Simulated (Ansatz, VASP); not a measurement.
# Two plane-wave programs on AlN

Contents of INCAR:

```
PREC = Accurate
ENCUT = 520
EDIFF = 1E-6
ISMEAR = 0
SIGMA = 0.05
LREAL = F
LASPH = T
NELM = 100
ALGO = Normal
ISIF = 2
LWAVE = F
LCHARG = F
GGA = PE
NBANDS = 11
```

File KPOINTS:

```
Automatic mesh
0
Gamma
  10 10 10
```

Contents of POSCAR:

```
AlN
1.0
    0.0000000000      2.2380199219      2.2380199219
    2.2380199219      0.0000000000      2.2380199219
    2.2380199219      2.2380199219      0.0000000000
Al N
1 1
Direct
    0.0000000000      0.0000000000      0.0000000000
    0.7500000000      0.7500000000      0.7500000000
```

Input for Ansatz:

```yaml
crystal:
  lattice:
    - [0.0, 2.2380199219, 2.2380199219]
    - [2.2380199219, 0.0, 2.2380199219]
    - [2.2380199219, 2.2380199219, 0.0]
  atoms:
    - { symbol: Al, position: [0.0, 0.0, 0.0] }
    - { symbol: "N", position: [0.75, 0.75, 0.75] }
basis:
  ecutwfc: 520.0
kpoints:
  mp_grid: { grid: [10, 10, 10] }
hamiltonian:
  xc: pbe
  pseudopotentials: { kind: paw, azcp: { folder: soft_1 } }
scf:
  occupations: { method: gaussian, width: 0.05 }
output:
  forces: true
  stress: true
  eigenvalues: true
  write_density: true
  write_potential: true
  elf: true
  volumetric_format: npy
```

Change from the starting cell: mode 4 frozen in at +0.000 Å, equal normal strain along x, y and z +0.0167.

Alike in both runs: task single point; functional PBE; k mesh 10 × 10 × 10; occupations gaussian, width 0.05 eV; no spin polarisation.

```csv
,VASP,Ansatz
version,VASP 6.6.1,Ansatz 0.2.0
potentials or method,"VASP PAW PBE potentials, release 64 (Al, N), cutoff 520 eV","scalar-relativistic, plane waves, PAW"
valence electrons in the cell,8,8
```

|  | VASP | Ansatz | Ansatz less VASP |
| --- | --- | --- | --- |
| gap on the k mesh at the Fermi level (eV) | 3.28 | 3.28 | +0.006 |
| least direct gap on the mesh (eV) | 3.56 | 3.56 | -0.004 |
| pressure (GPa) | -8.9 | -8.7 | +0.20 |
